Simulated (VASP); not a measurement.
Input of a VASP 6.6.1 run:

INCAR

```
SYSTEM = ZrB2
PREC = Accurate ; ENCUT = 500
EDIFF = 1E-6 ; ISMEAR = 0
SIGMA = 0.2 ; LREAL = .FALSE.
LASPH = .TRUE. ; NELM = 120
ALGO = Normal ; ISIF = 2
LWAVE = .FALSE. ; LCHARG = .TRUE.
GGA = PE ; LELF = .TRUE.
LVHAR = .TRUE. ; NBANDS = 27
GGA_COMPAT = .FALSE.
```

KPOINTS

```
regular mesh
0
G
  4 4 4
  0 0 0
```

POSCAR

```
ZrB2
1.0
    0.0000000000      3.1584391515      3.1584391515
    3.1584391515      0.0000000000      3.1584391515
    3.1584391515      3.1584391515      0.0000000000
Zr B
2 4
Direct
    0.5000000000      0.5000000000      0.5000000000
    0.7500000000      0.7500000000      0.7500000000
    0.6250000000      0.1250000000      0.1250000000
    0.1250000000      0.1250000000      0.6250000000
    0.1250000000      0.6250000000      0.1250000000
    0.1250000000      0.1250000000      0.1250000000
```

Potentials or basis: VASP PAW PBE potentials, release 64 (Zr_sv, B).

The run is started by

```sh
$ cat potpaw_PBE.64/Zr_sv/POTCAR potpaw_PBE.64/B/POTCAR > POTCAR
$ mpirun -np 1 vasp_std > vasp.out
```

What does it give for the band gap on the k mesh?

0.29 eV, indirect (least direct gap 0.48 eV).

What does it give for the pressure?

-0.2 GPa.

Caveat: the k points lie up to 0.43 Å⁻¹ apart. A k mesh can miss the band edges.
